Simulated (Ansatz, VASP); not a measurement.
**One calculation of Ag, two programs**

File INCAR:

```
  PREC = Accurate
  ENCUT = 520
  EDIFF = 1E-6
  ISMEAR = 1
  SIGMA = 0.01
  LREAL = False
  LASPH = True
  NELM = 60
  ALGO = Normal
  ISIF = 2
  LWAVE = False
  LCHARG = False
  NBANDS = 12
```

The input KPOINTS:

```
regular mesh
0
Gamma
  13 13 13
```

The input POSCAR:

```
Ag
1.0
    0.0000000000      1.9996579419      1.9996579419
    1.9996579419      0.0000000000      1.9996579419
    1.9996579419      1.9996579419      0.0000000000
Ag
1
Direct
    0.0000000000      0.0000000000      0.0000000000
```

Input for Ansatz:

```yaml
crystal:
  lattice:
    - [0.0, 1.9996579419, 1.9996579419]
    - [1.9996579419, 0.0, 1.9996579419]
    - [1.9996579419, 1.9996579419, 0.0]
  atoms:
    - { symbol: Ag, position: [0.0, 0.0, 0.0] }
hamiltonian:
  xc: lda
  pseudopotentials:
    kind: paw
    azcp:
      Ag: "pseudopotentials/Ag.paw.azcp"
basis:
  ecutwfc: 420
  fft_grid_basis: typed
kpoints:
  mp_grid: { grid: [13, 13, 13], shift: [0, 0, 0] }
magnetization:
  spin_polarized: false
scf:
  occupations: { method: cold, width: 0.01 }
  lower_state_search: "off"
output:
  stress: true
```

Alike in both runs: task single point; functional LDA; k mesh 13 × 13 × 13; no spin polarisation.

|  | VASP | Ansatz |
| --- | --- | --- |
| version | VASP 6.6.1 | Ansatz 0.2.0 |
| potentials or method | VASP PAW LDA potentials, release 64 (Ag), cutoff 520 eV | plane waves (420 eV) with PAW, scalar-relativistic |
| occupations | methfessel-paxton of order 1, width 0.01 eV | cold, width 0.01 eV |
| valence electrons in the cell | 11 | 19 |

Ansatz gave:

| Item | Value |
| --- | --- |
| pressure (GPa) | -0.1 |

Estimate VASP's values.

pressure (GPa): 0.1.

Ansatz warns that its potentials were made for another functional, while VASP's fit it. LDA's correlation is that of Perdew and Zunger in VASP and of Perdew and Wang (1992) in Ansatz. VASP's potentials hold 11 valence electrons a cell and Ansatz's 19, so a difference there can come from the potentials and not from the codes.
